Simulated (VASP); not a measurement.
# TiSi2 in VASP: notebook

The runs below take TiSi2 through single point, with PBE.

Program: VASP 6.6.1. These are calculated values, not measurements. Logs are shortened: lines on timing, memory, paths and dates and some standing lists are left out, and cuts for length are marked.

## Step 1: The cell of the first run

The cell holds an amorphous packing of atoms, 18 atoms: a = 6.668 Å, b = 6.453 Å, c = 6.744 Å, α = 90.17°, β = 91.62°, γ = 85.70°.

## Step 2: Single point, PBE

Contents of INCAR:

```
PREC = Accurate ; ENCUT = 520
EDIFF = 1E-6 ; ISMEAR = -1
SIGMA = 0.0939 ; LREAL = Auto
LASPH = T ; NELM = 100
ALGO = Normal ; ISIF = 2
LWAVE = F ; LCHARG = F
GGA = PE ; ISYM = 0
NBANDS = 75
```

Contents of KPOINTS:

```
Automatic mesh
0
Gamma
  1 1 1
  0.25 0.25 0.25
```

Contents of POSCAR:

```
TiSi2
1.0
    6.6632510000      0.2460850000     -0.0945350000
    0.2460850000      6.4484990000     -0.0081680000
   -0.0945350000     -0.0081680000      6.7432540000
Ti Si
6 12
Direct
    0.5418870407      0.2642095700      0.8582787116
    0.5403880256      0.7465800394      0.7253948387
    0.1602071788      0.4698285936      0.5045053539
    0.8285938088      0.8122021036      0.3809941287
    0.1888360148      1.0104415855      0.7193027134
    0.1783722176      0.7164510291      0.0419284799
    0.4796454622      0.9373475692      0.0820784059
    0.5726256644      0.4772890752      0.4884562652
    0.2216860587      0.8324901608      0.4021282412
    0.9076630773      0.6572207569      0.6856833671
    0.0159732649      0.1298119509      0.1765446380
    0.3066760016      0.3443470916      0.1999558734
    0.5307509765      0.0464607972      0.5038269410
    0.7939556313      0.9199907989      0.9808175816
    0.7785243135      0.5662799237      1.0690104763
    0.8879699358      0.2410148098      0.6326936293
    0.1104152374      0.3371073082      0.9116887184
    0.7089527394      0.2035851417      0.2882244582
```

Potentials or basis: VASP PAW PBE potentials, release 64 (Ti_sv, Si).

Started as:

```console
> cat potpaw_PBE.64/Ti_sv/POTCAR potpaw_PBE.64/Si/POTCAR > POTCAR
> mpirun -np 1 vasp_std > vasp.out
```

OUTCAR:

```text
PREC = Accurate
   ENCUT = 520
   EDIFF = 1E-6
   ISMEAR = -1
   LREAL = Auto
   LASPH = T
   NELM = 100
   ISIF = 2
   GGA = PE
   ISYM = 0

 ion  position               nearest neighbor table
   1  0.542  0.264  0.858-   7 2.66  13 2.77  16 2.79  14 2.80  12 2.85   8 2.87  17 2.91  15 2.94

   2  0.540  0.747  0.725-   8 2.36  13 2.44  10 2.50  14 2.68   7 2.73   5 2.79  15 2.96   9 3.02

   3  0.160  0.470  0.505-  10 2.36  12 2.41   9 2.51  16 2.59   8 2.76  17 2.91
   4  0.829  0.812  0.381-  10 2.32  13 2.56   9 2.63  15 2.66  18 2.66  14 2.79  11 2.86   8 2.96

   5  0.189  0.010  0.719-   9 2.43  16 2.46  17 2.50  13 2.76   2 2.79   6 2.90
   6  0.178  0.716  0.042-   9 2.55   7 2.56  17 2.66  12 2.70  14 2.81   5 2.90  15 2.92  11 2.95
                            10 3.00
   7  0.480  0.937  0.082-  14 2.22   6 2.56   1 2.66   2 2.73  18 2.74  12 2.91   9 2.91  13 2.94
                            15 3.00
   8  0.573  0.477  0.488-   2 2.36  18 2.36  16 2.67   3 2.76  12 2.77  13 2.82   1 2.87  10 2.88
                             4 2.96
   9  0.222  0.832  0.402-   5 2.43   3 2.51   6 2.55   4 2.63  13 2.64  11 2.72   7 2.91   2 3.02

  10  0.908  0.657  0.686-   4 2.32   3 2.36   2 2.50  14 2.70  16 2.72  17 2.81  15 2.82   8 2.88
                             6 3.00
  11  0.016  0.130  0.177-  18 2.22  17 2.36  14 2.44  12 2.47   9 2.72   4 2.86   6 2.95
  12  0.307  0.344  0.200-  17 2.32   3 2.41  11 2.47   6 2.70   8 2.77  18 2.81   1 2.85   7 2.91
                            13 3.09
  13  0.531  0.046  0.504-  18 2.20   2 2.44   4 2.56   9 2.64   5 2.76   1 2.77   8 2.82  16 2.89
                             7 2.94  12 3.09
  14  0.794  0.920  0.981-   7 2.22  15 2.37  11 2.44   2 2.68  10 2.70   4 2.79   1 2.80  18 2.80
                             6 2.81
  15  0.779  0.566  0.069-  14 2.37   4 2.66  17 2.80  10 2.82  18 2.85   6 2.92   1 2.94   2 2.96
                             7 3.00
  16  0.888  0.241  0.633-   5 2.46  17 2.47   3 2.59  18 2.60   8 2.67  10 2.72   1 2.79  13 2.89

  17  0.110  0.337  0.912-  12 2.32  11 2.36  16 2.47   5 2.50   6 2.66  15 2.80  10 2.81   1 2.91
                             3 2.91
  18  0.709  0.204  0.288-  13 2.20  11 2.22   8 2.36  16 2.60   4 2.66   7 2.74  14 2.80  12 2.81
                            15 2.85

IMPORTANT INFORMATION: All symmetrisations will be switched off!
NOSYMM: (Re-)initialisation of all symmetry stuff for point group C_1.

----------------------------------------------------------------------------------------

                                     Primitive cell

  volume of cell :     289.2779

  direct lattice vectors                    reciprocal lattice vectors
     6.663251000  0.246085000 -0.094535000     0.150318448 -0.005733731  0.002100399
     0.246085000  6.448499000 -0.008168000    -0.005733731  0.155293792  0.000107723
[... 105 lines left out ...]
   NUPDOWN=      -1.0000    fix difference up-down
   EMIN   =  10.00;   EMAX   =-10.00  energy-range for DOS
   EFERMI =   0.00;   METHOD = LEGACY
   ISMEAR =    -1;   SIGMA  =   0.09  broadening in eV -4-tet -1-fermi 0-gaus
   EFERMI_NEDOS =   21; number of points for ismear=-14 and -15
   IALGO  =     38    algorithm
   IMIX   =      4    mixing-type and parameters
     AMIX     =   0.40;   BMIX     =  1.00
     AMIX_MAG =   1.60;   BMIX_MAG =  1.00
  volume/ion in A,a.u.               =      16.07       108.45
  Fermi-wavevector in a.u.,A,eV,Ry     =   1.220947  2.307255 20.282365  1.490712
  Thomas-Fermi vector in A             =   2.356147
   LORBIT       =      0    0 simple, 1 ext, 2 COOP (PROOUT), +10 PAW based schemes
   GGA     = PE    functional components
   LHFCALC =     F    Hartree Fock is set to
   AEXX    =    0.0000 exact exchange contribution
   IVDW    =     0    specifies the selected vdW correction
   LEPSILON=     F    determine dielectric tensor
   LRPA    =     F    only Hartree local field effects (RPA)
 non-spin polarized calculation
  energy-cutoff  :      520.00
  volume of cell :      289.28
 maximum number of plane-waves:      7793
 NGX is ok and might be reduce to    50
   NGX = 25   NGY = 23   NGZ = 25

 number of electron     119.9999992 magnetization

 Free energy of the ion-electron system (eV)
  ---------------------------------------------------
  ext. energy  EPLUGINS =         0.00000000
  ---------------------------------------------------
  free energy    TOTEN  =      -112.48113430 eV

  energy without entropy =     -112.24375447  energy(sigma->0) =     -112.36244439

 E-fermi :   8.7312     XC(G=0): -11.0182

 val. band max:        8.5759489060   @ k =   0.2500   0.2500   0.2500
 cond. band min:       8.8944269343   @ k =   0.2500   0.2500   0.2500
 fundamental gap:      0.3184780283
 Fermi energy:         8.7311919754

 k-point     1 :       0.2500    0.2500    0.2500
  band No.  band energies     occupation
      1     -48.3442      2.00000
      2     -48.3013      2.00000
      3     -48.2349      2.00000
      4     -48.0912      2.00000
      5     -47.9197      2.00000
      6     -47.8788      2.00000
[... 64 lines left out ...]
     71      10.1923      0.00000
     72      10.3341      0.00000
 [bands above 72 left out]

------------------------ aborting loop because EDIFF is reached ----------------------------------------

  FORCE on cell =-STRESS in cart. coord.  units (eV):
  Direction    XX          YY          ZZ          XY          YZ          ZX
  --------------------------------------------------------------------------------------
  -------------------------------------------------------------------------------------
  Total        1.0249098      1.2453527      3.1800202      1.7170202      1.9955185      1.3080125
  in kB        5.6765051      6.8974371     17.6126725      9.5097867     11.0522610      7.2444810
  external PRESSURE =      10.0622049 kB  Pullay stress =       0.0000000 kB

 VOLUME and BASIS-vectors are now :
 -----------------------------------------------------------------------------
  energy-cutoff  :      520.00
  volume of cell :      289.28
      direct lattice vectors                 reciprocal lattice vectors
     6.663251000  0.246085000 -0.094535000     0.150318448 -0.005733731  0.002100399
     0.246085000  6.448499000 -0.008168000    -0.005733731  0.155293792  0.000107723
    -0.094535000 -0.008168000  6.743254000     0.002100399  0.000107723  0.148325933

 POSITION                                       TOTAL-FORCE (eV/Angst)
 -----------------------------------------------------------------------------------
      3.59461      1.83009      5.73421         0.142831      0.536086      0.499329
      3.71589      4.94138      4.83434        -1.067203      0.490201      1.183929
      1.13543      3.06499      3.38303         1.622023     -0.397581      0.612621
      5.68498      5.43828      2.48417        -0.217392      0.660808     -1.909843
      1.19283      0.10793      4.83250         0.065342     -0.536481      0.802184
      1.36088      4.66359      0.26002        -0.725683     -0.831314     -0.134573
[... 10 lines left out ...]
      0.73249      2.19356      6.13456        -0.089896      1.393662     -1.286550
      4.74678      1.48493      1.87489        -0.251521      1.701623     -1.598072
 -----------------------------------------------------------------------------------
    total drift:                               -0.029081      0.003107      0.017897

  FREE ENERGIE OF THE ION-ELECTRON SYSTEM (eV)
  ---------------------------------------------------
  free  energy   TOTEN  =      -112.4811343018 eV

  energy  without entropy=     -112.2437544700  energy(sigma->0) =     -112.36244439
```

stdout:

```text
POSCAR found type information on POSCAR TiSi
 POSCAR found :  2 types and      18 ions
 scaLAPACK will be used
 LDA part: xc-table for (Slater+PW92), standard interpolation
 POSCAR, INCAR and KPOINTS ok, starting setup
 FFT: planning ... GRIDC
 FFT: planning ... GRID_SOFT
 FFT: planning ... GRID
 WAVECAR not read
 entering main loop
```

Wall time 31 s (1 thread of Intel Xeon 6975P-C (Granite Rapids), shared host); peak memory 0.32 GiB.

What came out:

```
Free energy            : -112.4811 eV
Pressure               : 1.0 GPa
Largest force          : 3.069 eV/Å
Band gap on the k mesh : 0.32 eV
```

Forces in eV/Å, atoms in the order of the input:
```
Ti   0.143  0.536  0.499
Ti  -1.067  0.490  1.184
Ti   1.622 -0.398  0.613
Ti  -0.217  0.661 -1.910
Ti   0.065 -0.536  0.802
Ti  -0.726 -0.831 -0.135
Si  -2.053 -0.314  0.376
Si   0.616 -1.112 -1.010
Si   0.965  0.796 -0.775
Si  -0.053 -0.589  2.738
Si   1.725 -1.118  0.134
Si   1.779 -0.100 -0.142
Si  -2.230 -0.342  2.081
Si   1.813  0.268 -1.450
Si  -0.366 -0.756 -0.340
Si  -1.674  0.250  0.219
Si  -0.090  1.394 -1.287
Si  -0.252  1.702 -1.598
```

Caveat: the k points lie up to 0.98 Å⁻¹ apart.

## Step 3: Single point, PBE

Contents of INCAR:

```
PREC = Accurate
ENCUT = 520
EDIFF = 1E-6
ISMEAR = -1
SIGMA = 0.0939
LREAL = Auto
LASPH = True
NELM = 80
ALGO = Normal
ISIF = 2
LWAVE = False
LCHARG = False
GGA = PE
ISYM = 0
NBANDS = 75
```

KPOINTS is that of step 2.

Contents of POSCAR:

```
TiSi2
1.0
    6.6632510000      0.2460850000     -0.0945350000
    0.2460850000      6.4484990000     -0.0081680000
   -0.0945350000     -0.0081680000      6.7432540000
Ti Si
6 12
Direct
    0.5317740502      0.2758217736      0.8764750923
    0.4788320958      0.7491258834      0.7971236516
    0.2131207990      0.4222441975      0.5248674105
    0.7905520225      0.8404398005      0.3537227795
    0.1391558438      1.0084726873      0.7621549333
    0.1082328504      0.7082577504      0.0790739666
    0.4178934118      0.9393912995      0.1169387215
    0.5951970518      0.5097459821      0.5110825661
    0.2815157123      0.7859053549      0.4509903324
    0.8948807769      0.6863043330      0.7167655687
    0.1034157442      0.0974501059      0.2526902264
    0.3355028737      0.4057196953      0.2010619328
    0.4674182254      0.0825170880      0.5430917153
    0.7812522847      0.9534879716      0.9736410306
    0.7706834784      0.5167872779      0.9955789417
    0.8162844174      0.2275532309      0.7153688860
    0.1279261663      0.3497709497      0.9274399910
    0.7338708935      0.1873857879      0.2710191626
```

Potentials or basis: VASP PAW PBE potentials, release 64 (Ti_sv, Si).

Started as:

```console
> cat potpaw_PBE.64/Ti_sv/POTCAR potpaw_PBE.64/Si/POTCAR > POTCAR
> mpirun -np 1 vasp_std > vasp.out
```

It took 31 s on 1 thread of Intel Xeon 6975P-C (Granite Rapids), shared host; peak memory 0.32 GiB.

It converged, with:

- Free energy: -113.0503 eV
- Pressure: -0.5 GPa
- Largest force: 3.942 eV/Å
- Band gap on the k mesh: 0.09 eV

Forces in eV/Å, atoms in the order of the input:
```
Ti  -3.475 -0.196  1.850
Ti   0.470 -0.022 -0.867
Ti  -1.450 -0.568  1.510
Ti  -0.094 -1.722  1.170
Ti   0.526  0.079 -0.088
Ti  -0.574  0.566  0.323
Si   0.447  0.067 -0.357
Si   0.653 -1.403 -0.491
Si  -0.563  0.307 -1.033
Si   0.272  0.175 -0.852
Si  -0.627  0.512  0.474
Si   1.623 -0.658  0.016
Si   0.755  0.323  0.256
Si  -0.052 -0.676  0.014
Si   0.516  0.565  1.654
Si   2.863 -0.138 -2.208
Si  -0.824  0.135 -0.929
Si  -0.467  2.655 -0.442
```

Stress tensor (GPa, compression positive):
```
 0.37 -0.59 -0.81
-0.59 -0.26  2.08
-0.81  2.08 -1.70
```

Levels at points of the mesh, in eV from the valence-band top:
```
           k point  band 56  band 57  band 58  band 59  band 60  band 61  band 62  band 63  band 64  band 65
(0.25, 0.25, 0.25)    -0.79    -0.57    -0.39    -0.13     0.00     0.09     0.42     0.62     0.71     0.78
```

Caveat: the k points lie up to 0.98 Å⁻¹ apart.

## Step 4: Single point, PBE

Contents of INCAR:

```
ALGO = Normal
EDIFF = 1E-7
ENCUT = 520
GGA = PE
ISIF = 2
ISMEAR = -1
ISYM = 0
LASPH = True
LCHARG = False
LREAL = Auto
LWAVE = False
NBANDS = 75
NELM = 60
PREC = Accurate
SIGMA = 0.05
```

KPOINTS is that of step 3.

Contents of POSCAR:

```
TiSi2
1.0
    6.6632510000      0.2460850000     -0.0945350000
    0.2460850000      6.4484990000     -0.0081680000
   -0.0945350000     -0.0081680000      6.7432540000
Ti Si
6 12
Direct
    0.5164177914      0.2680794794      0.8748686063
    0.5075805814      0.7380446817      0.7494318736
    0.1698370299      0.4232479443      0.5512109781
    0.7655205855      0.8459285660      0.3701818192
    0.1883007080     -0.0084610064      0.7372904681
    0.1043397355      0.7160040551      0.0723404573
    0.4208689740      0.9496036991      0.1108038065
    0.6024350590      0.4578031547      0.5235574004
    0.2933468734      0.7682851902      0.3864527274
    0.9125495661      0.6906546889      0.7131281338
    0.0599010718      0.1356817888      0.2592598465
    0.3439821006      0.3554750043      0.2141338392
    0.4780833015      0.0994445084      0.5149292712
    0.7735652944      0.9289783225      0.9775464323
    0.7471061985      0.5503977067      1.0386496390
    0.8360529317      0.2265112101      0.6541867483
    0.0789297710      0.3473174343      0.9196327937
    0.7384035923      0.2537138919      0.2456937435
```

Started as:

```console
> cat potpaw_PBE.64/Ti_sv/POTCAR potpaw_PBE.64/Si/POTCAR > POTCAR
> mpirun -np 1 vasp_std > vasp.out
```

Wall time 36 s (1 thread of Intel Xeon 6975P-C (Granite Rapids), shared host); peak memory 0.32 GiB.

It converged, with:

```yaml
Free_energy: -114.2945 eV
Pressure: -3.8 GPa
Largest_force: 2.218 eV/Å
Band_gap_on_the_k_mesh: 0.19 eV
```

Forces in eV/Å, atoms in the order of the input:
```
Ti   0.195  0.458  0.377
Ti  -0.324  0.998  0.132
Ti   0.948 -0.246 -0.716
Ti   0.345  0.104 -0.670
Ti  -1.171  0.811  0.153
Ti   0.077 -0.074 -0.075
Si   0.195 -0.030 -1.015
Si  -0.528  0.884 -0.988
Si   0.393 -0.267  1.417
Si  -0.652 -0.252  0.072
Si   1.412 -1.052  0.268
Si  -0.397  0.385 -0.126
Si  -0.417 -0.785  0.200
Si   0.122  0.842 -0.063
Si  -0.198  0.429 -0.388
Si   1.588 -1.307  0.831
Si   0.162 -0.614  0.243
Si  -1.749 -0.286  0.347
```

Stress tensor (GPa, compression positive):
```
-2.16  1.99  2.60
 1.99 -4.14  0.15
 2.60  0.15 -5.25
```

Levels at points of the mesh, in eV from the valence-band top:
| k point | band 56 | band 57 | band 58 | band 59 | band 60 | band 61 | band 62 | band 63 | band 64 | band 65 |
| --- | --- | --- | --- | --- | --- | --- | --- | --- | --- | --- |
| (0.25, 0.25, 0.25) | -0.69 | -0.36 | -0.25 | -0.06 | 0.00 | 0.19 | 0.53 | 0.63 | 0.84 | 0.96 |

Caveat: the k points lie up to 0.98 Å⁻¹ apart.

## Step 5: Single point, PBE

Contents of INCAR:

```
SYSTEM = TiSi2
PREC = Accurate ; ENCUT = 520
EDIFF = 1E-7 ; ISMEAR = -1
SIGMA = 0.05 ; LREAL = Auto
LASPH = .True. ; NELM = 100
ALGO = Normal ; ISIF = 2
LWAVE = .False. ; LCHARG = .False.
GGA = PE ; NBANDS = 75
ISYM = 0
```

KPOINTS is that of step 4.

Contents of POSCAR:

```
TiSi2
1.0
    6.6632510000      0.2460850000     -0.0945350000
    0.2460850000      6.4484990000     -0.0081680000
   -0.0945350000     -0.0081680000      6.7432540000
Ti Si
6 12
Direct
    0.5458528171      0.3171106230      0.8808430404
    0.5102469040      0.7840281649      0.7419131970
    0.1797956359      0.4114378789      0.5363319556
    0.7617254846      0.8429944097      0.3497580392
    0.1577399845     -0.0101079138      0.7340318766
    0.1108920752      0.7067443246      0.0779807301
    0.4307929702      0.9371540788      0.0708652956
    0.6163646422      0.4668477770      0.4968800292
    0.3494944589      0.7480838534      0.3893639195
    0.8872400840      0.6527197334      0.7257620217
    0.0667525127      0.0857540660      0.2982126860
    0.3326453533      0.3785761012      0.1873949636
    0.4774992200      0.0999228285      0.5226071209
    0.7987630536      0.9818835121      0.9491248720
    0.6780927435      0.6220786689      1.0612300287
    0.8355179681      0.1860467877      0.6478897757
    0.0728750073      0.3274903868      0.9450144070
    0.6961009433      0.2234992313      0.2380717743
```

Started as:

```console
> cat potpaw_PBE.64/Ti_sv/POTCAR potpaw_PBE.64/Si/POTCAR > POTCAR
> mpirun -np 1 vasp_std > vasp.out
```

It took 34 s on 1 thread of Intel Xeon 6975P-C (Granite Rapids), shared host; peak memory 0.32 GiB.

It converged, with:

```yaml
Free_energy: -114.9820 eV
Pressure: -4.7 GPa
Largest_force: 1.524 eV/Å
Band_gap_on_the_k_mesh: 0.21 eV
```

Forces in eV/Å, atoms in the order of the input:
```
Ti  -1.039 -0.863 -0.302
Ti   0.145 -1.088 -1.057
Ti   0.329  0.102  0.232
Ti   0.031  0.167  1.056
Ti   0.398  0.238 -0.223
Ti  -0.683 -0.035 -0.731
Si   0.006  0.665  0.548
Si   0.101  0.722  0.788
Si  -0.375  0.131 -0.063
Si   0.279 -0.242 -0.062
Si   0.250  0.803  0.082
Si  -0.119 -0.227  0.881
Si  -0.476  0.013 -0.157
Si   0.348 -0.853  0.491
Si   0.534 -0.149 -0.126
Si   0.344  0.437 -0.455
Si  -0.337  0.061 -0.414
Si   0.264  0.119 -0.491
```

Stress tensor (GPa, compression positive):
```
-4.66  0.48  5.40
 0.48 -5.12 -0.47
 5.40 -0.47 -4.43
```

Levels at points of the mesh, in eV from the valence-band top:
```csv
k point,band 56,band 57,band 58,band 59,band 60,band 61,band 62,band 63,band 64,band 65
"(0.25, 0.25, 0.25)",-0.67,-0.50,-0.39,-0.21,0.00,0.21,0.56,0.66,0.79,0.91
```

Caveat: the k points lie up to 0.98 Å⁻¹ apart.

## Step 6: Single point, PBE

Contents of INCAR:

```
ALGO = Normal
EDIFF = 1E-7
ENCUT = 520
GGA = PE
ISIF = 2
ISMEAR = -1
ISYM = 0
LASPH = T
LCHARG = F
LREAL = Auto
LWAVE = F
NBANDS = 75
NELM = 80
PREC = Accurate
SIGMA = 0.05
```

KPOINTS is that of step 5.

Contents of POSCAR:

```
TiSi2
1.0
    6.6632510000      0.2460850000     -0.0945350000
    0.2460850000      6.4484990000     -0.0081680000
   -0.0945350000     -0.0081680000      6.7432540000
Ti Si
6 12
Direct
    0.5111162585      0.3116428598      0.8761892811
    0.5038079453      0.7838654513      0.7338586233
    0.1584484439      0.4264693422      0.5281478831
    0.7511681300      0.8500737239      0.3728903110
    0.1493457630      0.0088079558      0.7381055712
    0.1135694618      0.7042595946      0.0674623381
    0.4290452607      0.9664557346      0.0869786017
    0.6376646975      0.4761615192      0.4991182179
    0.3424287856      0.7303362023      0.3695957310
    0.9010457939      0.5977801403      0.7468769577
    0.0589145568      0.0950634321      0.3203275400
    0.3384012276      0.3757834617      0.2096894406
    0.4232069977      0.0830088575      0.4821778758
    0.8067060697      0.9482677424      0.9522345457
    0.6849674489      0.6293025401      1.0543603342
    0.8132383571      0.1753073296      0.6251102803
    0.0685564168      0.3250707896      0.9551135341
    0.7257650997      0.2245350591      0.2224545014
```

Potentials or basis: VASP PAW PBE potentials, release 64 (Ti_sv, Si).

Started as:

```console
> cat potpaw_PBE.64/Ti_sv/POTCAR potpaw_PBE.64/Si/POTCAR > POTCAR
> mpirun -np 1 vasp_std > vasp.out
```

Wall time 32 s (1 thread of Intel Xeon 6975P-C (Granite Rapids), shared host); peak memory 0.32 GiB.

The run converged. Its results:

* Free energy: -114.7820 eV
* Pressure: -5.0 GPa
* Largest force: 1.471 eV/Å
* Band gap on the k mesh: 0.30 eV

Forces in eV/Å, atoms in the order of the input:
```
Ti   0.417 -0.342 -0.208
Ti   0.169 -0.294 -0.539
Ti   0.358 -0.156  0.614
Ti   0.192 -0.429 -0.532
Ti   0.045 -0.655 -0.052
Ti  -0.155 -0.093 -0.259
Si   0.077 -0.065 -0.290
Si  -0.367  0.173  0.369
Si   0.185  0.092  0.581
Si  -1.071  0.998 -0.143
Si   0.203 -0.326 -0.075
Si   0.258 -0.034 -0.540
Si   0.516  0.702  0.970
Si  -0.170  0.890 -0.281
Si  -0.317 -0.794  0.340
Si  -0.170  0.146  0.538
Si   0.383 -0.173 -0.174
Si  -0.551  0.359 -0.320
```

Stress tensor (GPa, compression positive):
```
-6.52  0.64  3.53
 0.64 -3.44  1.03
 3.53  1.03 -5.09
```

Levels at points of the mesh, in eV from the valence-band top:
```
           k point  band 56  band 57  band 58  band 59  band 60  band 61  band 62  band 63  band 64  band 65
(0.25, 0.25, 0.25)    -0.56    -0.50    -0.28    -0.20     0.00     0.30     0.60     0.82     0.87     0.96
```

Caveat: the k points lie up to 0.98 Å⁻¹ apart.
